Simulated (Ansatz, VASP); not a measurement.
**In: VASP beside Ansatz**

```
In
1.0
     3.33548    0.00000    0.00000
    -1.66774    2.88861    0.00000
     0.00000    0.00000   23.26371
In
4
Direct
  0.66667 0.33333 0.32239
  0.33333 0.66667 0.44080
  0.66667 0.33333 0.55920
  0.33333 0.66667 0.67761
```

Alike in both runs: functional PBEsol; k mesh 9 × 9 × 1; occupations fermi-dirac, width 0.05 eV; no spin polarisation.

|  | VASP | Ansatz |
| --- | --- | --- |
| version | VASP 6.6.1 | Ansatz 0.2.0 |
| potentials or method | VASP PAW PBE potentials, release 64 (In_d), cutoff 520 eV | all-electron LAPW, scalar-relativistic |
| task | single point | work function |

```csv
,VASP,Ansatz,Ansatz less VASP
gap on the k mesh at the Fermi level (eV),none,none,-
rms of the force components (eV/Å),0.047,0.048,+0.0006
```

VASP's potentials were made for PBE, not for PBEsol. Atom by atom the forces differ by 0.001 eV/Å (rms over components). A gap of «none» marks a metal or a gap that the smearing closes. Ansatz ran all-electron here, and VASP with PAW potentials.
